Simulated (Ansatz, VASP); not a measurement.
**Two plane-wave programs on Ni**

The input POSCAR:

```
Ni
1.0
    0.0000000000      1.7330608651      1.7330608651
    1.7330608651      0.0000000000      1.7330608651
    1.7330608651      1.7330608651      0.0000000000
Ni
1
Direct
    0.0000000000      0.0000000000      0.0000000000
```

File INCAR.step1:

```
ALGO = Normal
EDIFF = 1E-4
ENCUT = 520
GGA = PE
ISMEAR = 0
LASPH = True
LCHARG = False
LREAL = False
LWAVE = True
NBANDS = 11
NELM = 80
PREC = Accurate
SIGMA = 0.1
```

INCAR.step2

```
ALGO = Normal
EDIFF = 1E-6
ENCUT = 520
ISIF = 2
ISMEAR = 0
ISTART = 1
LASPH = True
LCHARG = False
LMIXTAU = True
LREAL = False
LWAVE = False
METAGGA = R2SCAN
NBANDS = 11
NELM = 80
PREC = Accurate
SIGMA = 0.1
```

File KPOINTS:

```
k-points
0
Gamma
  15 15 15
```

Input for Ansatz:

```yaml
crystal:
  lattice:
    - [0.0, 1.7330608651, 1.7330608651]
    - [1.7330608651, 0.0, 1.7330608651]
    - [1.7330608651, 1.7330608651, 0.0]
  atoms:
    - { symbol: Ni, position: [0.0, 0.0, 0.0] }
hamiltonian:
  xc: r2scan
  pseudopotentials:
    kind: paw
    azcp:
      Ni: "pseudopotentials/Ni.paw.azcp"
basis:
  ecutwfc: 500
  fft_grid_basis: typed
kpoints:
  mp_grid: { grid: [15, 15, 15], shift: [0, 0, 0] }
magnetization:
  spin_polarized: false
scf:
  occupations: { method: gaussian, width: 0.1 }
  lower_state_search: "off"
output:
  stress: true
```

Alike in both runs: task single point; functional r2SCAN; k mesh 15 × 15 × 15; occupations gaussian, width 0.1 eV; no spin polarisation.

|  | VASP | Ansatz |
| --- | --- | --- |
| version | VASP 6.6.1 | Ansatz 0.2.0 |
| potentials or method | VASP PAW PBE potentials, release 64 (Ni), cutoff 520 eV | plane waves (500 eV) with PAW, scalar-relativistic |
| valence electrons in the cell | 10 | 18 |

VASP gave:

| Property | Result |
| --- | --- |
| pressure (GPa) | 0.1 |

What did Ansatz give for the same quantities?

Pressure (GPa): -0.6.

VASP's potentials were made for PBE, not for r2SCAN. VASP's potentials hold 10 valence electrons a cell and Ansatz's 18, so a difference there can come from the potentials and not from the codes.
